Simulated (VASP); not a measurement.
A run of VASP 6.6.1:

Contents of INCAR:

```
SYSTEM = SiO2
ALGO = Normal
EDIFF = 1E-6
EDIFFG = -0.002
ENCUT = 600
GGA = PS
IBRION = 2
ISIF = 3
ISMEAR = 0
LASPH = .True.
LCHARG = .False.
LREAL = .False.
LWAVE = .False.
NELM = 100
NSW = 100
PREC = Accurate
SIGMA = 0.02
```

Contents of KPOINTS:

```
k-points
0
Gamma
  6 6 8
  0 0 0
```

POSCAR

```
SiO2
1.0
    4.1865000000      0.0000000000      0.0000000000
    0.0000000000      4.1865000000      0.0000000000
    0.0000000000      0.0000000000      2.6684000000
Si O
2 4
Direct
    0.0000000000      0.0000000000      0.0000000000
    0.5000000000      0.5000000000      0.5000000000
    0.3059000000      0.3059000000      0.0000000000
    0.1941000000      0.8059000000      0.5000000000
    0.6941000000      0.6941000000      0.0000000000
    0.8059000000      0.1941000000      0.5000000000
```

Potentials or basis: VASP PAW PBE potentials, release 64 (Si, O).

The run is started by

```console
$ cat potpaw_PBE.64/Si/POTCAR potpaw_PBE.64/O/POTCAR > POTCAR
$ mpirun -np 1 vasp_std > vasp.out
```

Hardware: 1 thread of Intel Xeon 8259CL, on a shared host.

Problem. Estimate the wall time of this run.

Solution. Run time: 3.7 min on 1 thread of Intel Xeon 8259CL (shared host), peak memory 0.2 GiB. Counts: scf iterations 37, k points 50, ion steps 6.
